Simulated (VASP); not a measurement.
Input of a VASP 6.6.1 run:

INCAR

```
  PREC = Accurate
  ENCUT = 520
  EDIFF = 1E-6
  ISMEAR = -1
  SIGMA = 0.1
  LREAL = F
  LASPH = T
  NELM = 60
  ALGO = Normal
  ISIF = 2
  LWAVE = F
  LCHARG = F
  GGA = PS
  NBANDS = 12
```

The input KPOINTS:

```
regular mesh
0
Gamma
  14 14 14
```

File POSCAR:

```
Cu
1.0
   -1.4427933200      1.4427933200      1.3760814500
    1.4427933200     -1.4427933200      1.3760814500
    1.4427933200      1.4427933200     -1.3760814500
Cu
1
Direct
    0.0000000000      0.0000000000      0.0000000000
```

Potentials or basis: VASP PAW PBE potentials, release 64 (Cu).

The run is started by

```console
$ cat potpaw_PBE.64/Cu/POTCAR > POTCAR
$ mpirun -np 1 vasp_std > vasp.out
```

(1) Predict the pressure.

## Answers

(1) -0.6 GPa.

Caveat: the PAW data sets were made with another functional, which shifts forces and pressure a little.
